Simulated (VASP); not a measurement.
# AlN: relaxation of the atoms with PBE

Crystal: AlN.

```
Al N
1.0
     3.09860    0.00000    0.00000
    -1.54930    2.68347    0.00000
     0.00000    0.00000    5.21760
Al N
2 2
Direct
  0.33333 0.66667 0.00173
  0.66667 0.33333 0.50173
  0.33333 0.66667 0.38327
  0.66667 0.33333 0.88327
```

* Program: VASP 6.6.1
* Task: relaxation of the atoms
* Functional: PBE
* Potentials or basis: VASP PAW PBE potentials, release 64 (Al, N)
* Cutoff: 520 eV
* k mesh: 9 × 9 × 6
* Occupations: gaussian, width 0.05 eV
* Spin: no spin polarisation
* Dipole correction: no
* Further INCAR settings: ALGO = Normal; EDIFF = 1e-07; IBRION = 2; EDIFFG = -0.01; NSW = 50

```json
{
  "Energy gained by relaxing": "3.7 meV/atom",
  "Ionic steps": "3",
  "Pressure after relaxing": "-3.3 GPa",
  "Band gap on the k mesh": "3.85 eV"
}
```

Stress tensor (GPa, compression positive):
```
  1.52   0.00   0.00
  0.00   1.52   0.00
  0.00   0.00 -12.92
```

The path:
| step | energy change (eV) | largest force (eV/Å) | pressure (GPa) |
| --- | --- | --- | --- |
| 1 | 0.0000 | 0.3777 | -2.79 |
| 2 | -0.0148 | 0.0179 | -3.28 |
| 3 | -0.0148 | 0.0004 | -3.29 |

Final structure:
```
Al N
1.0
     3.09860    0.00000    0.00000
    -1.54930    2.68347    0.00000
     0.00000    0.00000    5.21760
Al N
2 2
Direct
  0.33333 0.66667 0.00538
  0.66667 0.33333 0.50538
  0.33333 0.66667 0.37962
  0.66667 0.33333 0.87962
```

Levels at points of the mesh, in eV from the valence-band top:
```tsv
k point	band 5	band 6	band 7	band 8	band 9	band 10	band 11	band 12
(0.00, 0.00, 0.00)	-0.51	-0.20	0.00	0.00	3.85	6.88	10.04	11.44
(0.00, 0.00, 0.50)	-0.26	-0.26	-0.26	-0.26	6.34	6.34	9.87	9.87
```

Wall time 26 s on 1 thread of Intel(R) Xeon(R) Platinum 8488C (Sapphire Rapids), on a shared host, peak memory 0.16 GiB.
